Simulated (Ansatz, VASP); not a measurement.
## C in VASP and in Ansatz

```xyz
10
Lattice="2.4650 0.0000 0.0000 -1.2325 2.1347 0.0000 0.0000 0.0000 28.4769" Properties=species:S:1:pos:R:3 pbc="T T T"
C     0.0000    0.0000    7.5000
C     1.2325    0.7116    7.5000
C     0.0000    0.0000   10.8692
C     0.0000    1.4232   10.8692
C     0.0000    0.0000   14.2384
C     1.2325    0.7116   14.2384
C     0.0000    0.0000   17.6076
C     0.0000    1.4232   17.6076
C     0.0000    0.0000   20.9769
C     1.2325    0.7116   20.9769
```

Alike in both runs: functional PBE; dispersion D3(BJ); k mesh 15 × 15 × 1; occupations gaussian, width 0.1 eV; no spin polarisation.

Ansatz relaxed the structure, and its values are those at the end. VASP's run is a single point on that final structure, the one shown.

|  | VASP | Ansatz |
| --- | --- | --- |
| version | VASP 6.6.1 | Ansatz 0.2.0 |
| potentials or method | VASP PAW PBE potentials, release 64 (C), cutoff 520 eV | scalar-relativistic, plane waves, PAW |
| valence electrons in the cell | 40 | 40 |

|  | VASP | Ansatz | Ansatz less VASP |
| --- | --- | --- | --- |
| rms of the force components (eV/Å) | 0.003 | 0.003 | 0.0000 |
